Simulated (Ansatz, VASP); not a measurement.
**Ta4GeIr in VASP and in Ansatz**

```xyz
6
Lattice="0.0000 3.7970 3.7970 3.7970 0.0000 3.7970 3.7970 3.7970 0.0000" Properties=species:S:1:pos:R:3 pbc="T T T"
Ta    4.7403    2.8537    2.8537
Ta    2.8537    2.8537    4.7403
Ta    4.7403    4.7403    4.7403
Ta    2.8537    4.7403    2.8537
Ge    1.8985    1.8985    1.8985
Ir    0.0000    0.0000    0.0000
```

Change from the starting cell: species swapped into the YZrFe4 type (F-43m, No. 216).

Alike in both runs: functional PBE; k mesh 8 × 8 × 8; occupations gaussian, width 0.1 eV; no spin polarisation.

Ansatz relaxed the structure, and its values are those at the end. VASP's run is a single point on that final structure, the one shown.

|  | VASP | Ansatz |
| --- | --- | --- |
| version | VASP 6.6.1 | Ansatz 0.2.0 |
| potentials or method | VASP PAW PBE potentials, release 64 (Ta_pv, Ge_d, Ir), cutoff 520 eV | scalar-relativistic, plane waves, PAW |
| valence electrons in the cell | 67 | 83 |

|  | VASP | Ansatz | Ansatz less VASP |
| --- | --- | --- | --- |
| gap on the k mesh at the Fermi level (eV) | none | none | - |
| pressure (GPa) | 0.2 | 0.0 | -0.21 |

A gap of «none» marks a metal or a gap that the smearing closes. VASP's potentials hold 67 valence electrons a cell and Ansatz's 83, so a difference there can come from the potentials and not from the codes.

Neither program's run includes spin-orbit coupling.
